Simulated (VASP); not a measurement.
Wanted: the native input for a VASP 6.6.1 run.

* Task: single point
* Functional: PBE
* Potentials or basis: VASP PAW PBE potentials, release 64 (Hf_pv, Ta_pv)
* Cutoff: 520 eV
* k mesh: 6 × 6 × 4
* Occupations: gaussian, width 0.1 eV
* Spin: no spin polarisation
* Dipole correction: no
* Further INCAR settings: ALGO = Fast; EDIFF = 1e-06; NBANDS = 34

The structure of Hf4Ta lies in POSCAR:

```
Hf4Ta
1.0
    4.4431280900      0.0000000000      0.0000000000
   -2.2215640400      3.8478618000      0.0000000000
    0.0000000000      0.0000000000      6.0802900600
Hf Ta
4 1
Direct
    0.3333333300      0.6666666700      0.7400475700
    0.6666666700      0.3333333300      0.7400475700
    0.6666666700      0.3333333300      0.2599524300
    0.3333333300      0.6666666700      0.2599524300
    0.0000000000      0.0000000000      0.5000000000
```

The cell was generated, and may not be a known phase.

The input as run:

INCAR

```
SYSTEM = Hf4Ta
ALGO = Fast
EDIFF = 1E-6
ENCUT = 520
GGA = PE
ISIF = 2
ISMEAR = 0
LASPH = .True.
LCHARG = .True.
LELF = .True.
LREAL = .False.
LVHAR = .True.
LWAVE = .False.
NBANDS = 34
NELM = 100
PREC = Accurate
SIGMA = 0.1
```

KPOINTS

```
k-points
0
Gamma
  6 6 4
  0 0 0
```

Potentials or basis: VASP PAW PBE potentials, release 64 (Hf_pv, Ta_pv).

Launch:

```bash
$ cat potpaw_PBE.64/Hf_pv/POTCAR potpaw_PBE.64/Ta_pv/POTCAR > POTCAR
$ mpirun -np 1 vasp_std > vasp.out
```

Results of the run:

```
Pressure               : 20.5 GPa
Largest force          : 0.481 eV/Å
Band gap on the k mesh : zero (an odd number of electrons rules out a gap without spin polarisation)
```

Caveat: the stress differs along the axes, from 3 to 29 GPa; spin-orbit coupling is left out, which moves the levels of the heavy elements.

Run time: 110 s on 1 thread of Intel(R) Xeon(R) 6975P-C (Granite Rapids), with other jobs on the host, peak memory 0.26 GiB.
